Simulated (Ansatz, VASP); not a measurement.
Two plane-wave programs on Ni

The input INCAR:

```
ALGO = Normal
EDIFF = 1E-6
ENCUT = 600
GGA = PE
GGA_COMPAT = F
ISIF = 2
ISMEAR = 0
ISPIN = 2
LASPH = T
LCHARG = F
LMAXMIX = 4
LORBIT = 11
LREAL = F
LWAVE = F
MAGMOM = 2 2
NBANDS = 21
NELM = 200
PREC = Accurate
SIGMA = 0.1
```

KPOINTS

```
k-points
0
Gamma
  7 14 14
```

Contents of POSCAR:

```
Ni
1.0
    0.0000000000      3.5360000000      3.5360000000
    1.7680000000      0.0000000000      1.7680000000
    1.7680000000      1.7680000000      0.0000000000
Ni
2
Direct
    0.0000000000      0.0000000000      0.0000000000
    0.5000000000      0.0000000000      0.0000000000
```

Input for Ansatz:

```yaml
crystal:
  lattice:
    - [0.0, 3.536, 3.536]
    - [1.768, 0.0, 1.768]
    - [1.768, 1.768, 0.0]
  atoms:
    - { symbol: Ni, position: [0.0, 0.0, 0.0], spin: 2.0 }
    - { symbol: Ni, position: [0.5, 0.0, 0.0], spin: 2.0 }
magnetization:
  spin_polarized: true
hamiltonian:
  xc: pbe
  pseudopotentials: { kind: paw }
basis:
  ecutwfc: 420
kpoints:
  mp_grid: { grid: [7, 14, 14] }
scf:
  occupations: { method: gaussian, width: 0.1 }
output:
  forces: true
  stress: true
```

Alike in both runs: task single point; functional PBE; k mesh 7 × 14 × 14; occupations gaussian, width 0.1 eV; collinear spin.

```csv
,VASP,Ansatz
version,VASP 6.6.1,Ansatz 0.2.0
potentials or method,"VASP PAW PBE potentials, release 64 (Ni), cutoff 600 eV","PAW, plane waves, scalar-relativistic"
valence electrons in the cell,20,36
```

Ansatz gave:

| Item | Value |
| --- | --- |
| pressure (GPa) | -2.8 |
| net moment per atom (μB) | 0.63 |
| size of the moment on the site where the two differ most (μB) | 0.67 |

Q: What did VASP give for the same quantities?

A: Pressure (GPa): -3.0; net moment per atom (μB): 0.60; size of the moment on the site where the two differ most (μB): 0.62.

Site moments also hang on the region over which each program counts them. VASP's potentials hold 20 valence electrons a cell and Ansatz's 36, so a difference there can come from the potentials and not from the codes.
